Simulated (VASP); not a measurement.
Crystal: Zn3O4.

```
CELL_PARAMETERS angstrom
5.43662 0.00000 0.00000
-2.71831 4.70825 0.00000
0.00000 0.00000 3.21532
ATOMIC_POSITIONS crystal
Zn 0.00000 0.50000 0.00000
Zn 0.50000 0.00000 0.00000
Zn 0.50000 0.50000 0.00000
O 0.00000 0.00000 0.20779
O 0.00000 0.00000 0.79221
O 0.33333 0.66667 0.50000
O 0.66667 0.33333 0.50000
```

The cell was built from a structure type or drawn by symmetry, and may not be a known phase.

| Property | Result |
| --- | --- |
| Program | VASP 6.6.1 |
| Task | relaxation of cell and atoms |
| Functional | PBE |
| Potentials or basis | VASP PAW PBE potentials, release 64 (Zn, O) |
| Cutoff | 600 eV |
| k mesh | 6 × 6 × 6 |
| Occupations | gaussian, width 0.1 eV |
| Spin | no spin polarisation |

At the start: pressure 0.8 GPa; volume 11.76 Å³/atom.

Task: How do energy, volume and symmetry change on relaxing?

Result: Over 10 steps the energy falls by 2.0 meV/atom and the volume is 11.66 Å³/atom (-0.9 %); space group P6/mmm (No. 191, to 0.1 Å) before and after.

The path:
| step | energy change (eV) | largest force (eV/Å) | pressure (GPa) | volume (Å³) |
| --- | --- | --- | --- | --- |
| 1 | 0.0000 | 0.7142 | 0.75 | 82.30 |
| 2 | 0.0377 | 1.5233 | -2.75 | 82.96 |
| 3 | -0.0095 | 0.0966 | -0.40 | 82.49 |
| 4 | -0.0128 | 0.0299 | -0.48 | 82.25 |
| 5 | -0.0135 | 0.0141 | -0.50 | 82.07 |
| 6 | -0.0142 | 0.0737 | 0.06 | 81.58 |
| 7 | -0.0142 | 0.0702 | 0.06 | 81.61 |
| 8 | -0.0142 | 0.0664 | 0.02 | 81.64 |
| 9 | -0.0141 | 0.1234 | -0.03 | 81.52 |
| 10 | -0.0143 | 0.0035 | -0.03 | 81.60 |

Final structure:
```
Zn O
1.0
     5.39409    0.00000    0.00000
    -2.69704    4.67142    0.00000
     0.00000    0.00000    3.23819
Zn O
3 4
Direct
  0.00000 0.50000 0.00000
  0.50000 0.00000 0.00000
  0.50000 0.50000 0.00000
  0.00000 0.00000 0.21083
  0.00000 0.00000 0.78917
  0.33333 0.66667 0.50000
  0.66667 0.33333 0.50000
```
